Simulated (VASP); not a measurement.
# Ge (Fd-3m) in VASP: a series of runs, part 2 of 2

VASP 6.6.1.

## Step 5: Single point, r2SCAN0

This run uses another cell than the first one, of 22.64 Å³/atom.

The input, POSCAR:

```
Ge
1.0
    0.0000000000      2.8289100000      2.8289100000
    2.8289100000      0.0000000000      2.8289100000
    2.8289100000      2.8289100000      0.0000000000
Ge
2
Direct
    0.7500000000      0.7500000000      0.7500000000
    0.5000000000      0.5000000000      0.5000000000
```

The input, INCAR.step1:

```
SYSTEM = Ge
ALGO = Normal
EDIFF = 1E-5
ENCUT = 520
GGA = PE
ISIF = 2
ISMEAR = -1
LASPH = .True.
LCHARG = .False.
LREAL = .False.
LWAVE = .True.
NBANDS = 21
NELM = 80
PREC = Accurate
SIGMA = 0.05
```

The input, INCAR.step2:

```
SYSTEM = Ge
AEXX = 0.25
ALGO = Normal
EDIFF = 1E-7
ENCUT = 520
ISIF = 2
ISMEAR = -1
ISTART = 1
LASPH = .True.
LCHARG = .False.
LHFCALC = .True.
LMIXTAU = .True.
LREAL = .False.
LWAVE = .False.
METAGGA = R2SCAN
NBANDS = 21
NELM = 80
PREC = Accurate
PRECFOCK = Normal
SIGMA = 0.05
```

The input, KPOINTS:

```
k-points
0
Gamma
  4 4 4
  0 0 0
```

Potentials or basis: VASP PAW PBE potentials, release 64 (Ge_d).

Started as:

```console
$ cat potpaw_PBE.64/Ge_d/POTCAR > POTCAR
$ cp INCAR.step1 INCAR
$ mpirun -np 1 vasp_std > vasp.out
$ cp INCAR.step2 INCAR
$ mpirun -np 1 vasp_std > vasp.out
```

OUTCAR:

```text
SYSTEM = Ge
   AEXX = 0.25
   EDIFF = 1E-7
   ENCUT = 520
   ISIF = 2
   ISMEAR = -1
   ISTART = 1
   LASPH = .True.
   LHFCALC = .True.
   LREAL = .False.
   METAGGA = R2SCAN
   NELM = 80
   PREC = Accurate
   PRECFOCK = Normal

 ion  position               nearest neighbor table
   1  0.750  0.750  0.750-   2 2.45   2 2.45   2 2.45   2 2.45
   2  0.500  0.500  0.500-   1 2.45   1 2.45   1 2.45   1 2.45

  LATTYP: Found a face centered cubic cell.
 ALAT       =     5.6578200000

  Lattice vectors:

 A1 = (   0.0000000000,   2.8289100000,   2.8289100000)
 A2 = (   2.8289100000,   0.0000000000,   2.8289100000)
 A3 = (   2.8289100000,   2.8289100000,   0.0000000000)

Analysis of symmetry for initial positions (statically):
=====================================================================
 Subroutine PRICEL returns:
 Original cell was already a primitive cell.

 Routine SETGRP: Setting up the symmetry group for a
 face centered cubic supercell.

 Subroutine GETGRP returns: Found 48 space group operations
 (whereof 24 operations were pure point group operations)
 out of a pool of 48 trial point group operations.

The static configuration has the point symmetry T_d .
 The point group associated with its full space group is O_h .

Analysis of symmetry for dynamics (positions and initial velocities):
=====================================================================
 Subroutine PRICEL returns:
 Original cell was already a primitive cell.

 Routine SETGRP: Setting up the symmetry group for a
 face centered cubic supercell.

 Subroutine GETGRP returns: Found 48 space group operations
 (whereof 24 operations were pure point group operations)
 out of a pool of 48 trial point group operations.

The dynamic configuration has the point symmetry T_d .
[... 102 lines left out ...]
     AMIX     =   0.40;   BMIX     =  1.00
     AMIX_MAG =   1.60;   BMIX_MAG =  1.00
  volume/ion in A,a.u.               =      22.64       152.78
  Fermi-wavevector in a.u.,A,eV,Ry     =   1.394756  2.635708 26.468033  1.945346
  Thomas-Fermi vector in A             =   2.518275
   LORBIT       =      0    0 simple, 1 ext, 2 COOP (PROOUT), +10 PAW based schemes
   METAGGA = R2SCAN    functional components
   LHFCALC =     T    Hartree Fock is set to
   PRECFOCK=normal    Normal, Fast or Accurate (Low or Medium for compatibility)
   ENCUT4O =  -1.0   cutoff for four orbital integrals eV
   NKREDX  =     1    reduce k-point grid by
   NKREDY  =     1    reduce k-point grid by
   NKREDZ  =     1    reduce k-point grid by
   AEXX    =    0.2500 exact exchange contribution
   HFSCREEN=    0.0000 screening length (either q_TF or 0.3 A-1)
   HFSCREENC=   0.0000 screening length for correlation (either q_TF or 0.3 A-1)
   ENCUTFOCK=  -1.0 apply spherical cutoff to Coloumb kernel
   IVDW    =     0    specifies the selected vdW correction
   LEPSILON=     F    determine dielectric tensor
   LRPA    =     F    only Hartree local field effects (RPA)
 non-spin polarized calculation
  energy-cutoff  :      520.00
  volume of cell :       45.28
 maximum number of plane-waves:      1243
 NGX is ok and might be reduce to    30
  NGX = 24; NGY = 24; NGZ = 24

 number of electron      28.0000022 magnetization

 Free energy of the ion-electron system (eV)
  ---------------------------------------------------
  ext. energy  EPLUGINS =         0.00000000
  ---------------------------------------------------
  free energy    TOTEN  =       -25.84133102 eV

  energy without entropy =      -25.84133101  energy(sigma->0) =      -25.84133102

 E-fermi :   5.0537     XC(G=0):  -8.3963

 val. band max:        4.2122086026   @ k =   0.0000   0.0000   0.0000
 cond. band min:       5.9100315840   @ k =   0.5000   0.0000   0.0000
 fundamental gap:      1.6978229814
 Fermi energy:         5.0536731608

 k-point     1 :       0.0000    0.0000    0.0000
  band No.  band energies     occupation
      1     -24.2856      2.00000
      2     -24.2856      2.00000
      3     -24.2856      2.00000
      4     -24.2472      2.00000
      5     -24.2472      2.00000
      6     -24.0367      2.00000
[... 181 lines left out ...]
     20      17.6093      0.00000
     21      19.5864      0.00000

------------------------ aborting loop because EDIFF is reached ----------------------------------------

  FORCE on cell =-STRESS in cart. coord.  units (eV):
  Direction    XX          YY          ZZ          XY          YZ          ZX
  --------------------------------------------------------------------------------------
  -------------------------------------------------------------------------------------
  Total       -0.2218025     -0.2218025     -0.2218025      0.0000000      0.0000000      0.0000000
  in kB       -7.8485553     -7.8485553     -7.8485553      0.0000000      0.0000000      0.0000000
  external PRESSURE =      -7.8485553 kB  Pullay stress =       0.0000000 kB

 VOLUME and BASIS-vectors are now :
 -----------------------------------------------------------------------------
  energy-cutoff  :      520.00
  volume of cell :       45.28
      direct lattice vectors                 reciprocal lattice vectors
     0.000000000  2.828910000  2.828910000    -0.176746521  0.176746521  0.176746521
     2.828910000  0.000000000  2.828910000     0.176746521 -0.176746521  0.176746521
     2.828910000  2.828910000  0.000000000     0.176746521  0.176746521 -0.176746521

 POSITION                                       TOTAL-FORCE (eV/Angst)
 -----------------------------------------------------------------------------------
      4.24336      4.24336      4.24336         0.000000      0.000000      0.000000
      2.82891      2.82891      2.82891        -0.000000     -0.000000     -0.000000
 -----------------------------------------------------------------------------------
    total drift:                               -0.000006      0.000000     -0.000003

  FREE ENERGIE OF THE ION-ELECTRON SYSTEM (eV)
  ---------------------------------------------------
  free  energy   TOTEN  =       -25.8413310203 eV

  energy  without entropy=      -25.8413310119  energy(sigma->0) =      -25.84133102
```

OSZICAR.step1:

```text
N       E                     dE             d eps       ncg     rms          rms(c)
DAV:   1     0.193223757968E+03    0.19322E+03   -0.14527E+04   375   0.366E+03
DAV:   2     0.191496025033E+02   -0.17407E+03   -0.16923E+03   336   0.624E+02
DAV:   3    -0.789066936773E+01   -0.27040E+02   -0.26722E+02   401   0.143E+02
DAV:   4    -0.883532287939E+01   -0.94465E+00   -0.94357E+00   371   0.304E+01
DAV:   5    -0.885120857675E+01   -0.15886E-01   -0.15885E-01   391   0.449E+00    0.332E+00
DAV:   6    -0.878284804877E+01    0.68361E-01   -0.24321E-02   376   0.141E+00    0.197E+00
DAV:   7    -0.874928919235E+01    0.33559E-01   -0.57609E-02   377   0.201E+00    0.158E-01
DAV:   8    -0.875153590364E+01   -0.22467E-02   -0.60986E-03   361   0.859E-01    0.505E-02
DAV:   9    -0.875186288768E+01   -0.32698E-03   -0.38400E-04   366   0.170E-01    0.150E-02
DAV:  10    -0.875187094644E+01   -0.80588E-05   -0.23333E-05   320   0.619E-02
   1 F= -.87518709E+01 E0= -.87491990E+01  d E =-.534393E-02
```

It took 46 min on 1 thread of Intel Xeon 8259CL, shared host; peak memory 0.18 GiB.

What came out:

```
Free energy            : -25.8413 eV
Pressure               : -0.8 GPa
Band gap on the k mesh : 1.70 eV (least direct gap 1.82 eV)
```

Levels at points of the mesh, in eV from the valence-band top:
```tsv
k point	band 11	band 12	band 13	band 14	band 15	band 16	band 17	band 18
(0.00, 0.00, 0.00)	-14.45	0.00	0.00	0.00	1.82	4.04	4.04	4.04
(0.50, 0.00, 0.00)	-12.05	-8.53	-1.59	-1.59	1.70	5.35	5.35	8.98
(0.50, 0.50, 0.00)	-9.98	-9.98	-3.49	-3.49	2.13	2.13	11.91	11.91
```

Caveat: the k points lie up to 0.48 Å⁻¹ apart; the PAW data sets were made with another functional, which shifts forces and pressure a little. A k mesh can miss the band edges.

## Step 6: Summary

| level | spin | cell | k mesh | grid for exact exchange (PRECFOCK) | share of exact exchange | pressure (GPa) | moment (μB) |
| --- | --- | --- | --- | --- | --- | --- | --- |
| PBE | non-collinear, zero start, SOC | a = 3.947 Å, angles 60.0°, 2 atoms | 8 × 8 × 8 | - | - | 6.9 | 0.00 |
| PBE | non-collinear, zero start, SOC | a = 3.974 Å, angles 60.0°, 2 atoms | 8 × 8 × 8 | - | - | 5.1 | 0.00 |
| PBE | non-collinear, zero start, SOC | a = 4.027 Å, angles 60.0°, 2 atoms | 8 × 8 × 8 | - | - | 2.2 | 0.00 |
| r2SCAN0 | off | a = 4.001 Å, angles 60.0°, 2 atoms | 4 × 4 × 4 | Normal | 0.25 | -0.8 | - |

Alike in all rows: task single point; potentials or basis VASP PAW PBE potentials, release 64 (Ge_d); cutoff (eV) 520; smearing fermi-dirac 0.05 eV.

Caveats: some runs use coarse meshes; the cell stands under pressure (at least some runs); the PAW data sets were made with another functional, which shifts forces and pressure a little (at least some runs).

Absolute energies hang on the potentials; compare differences alone.
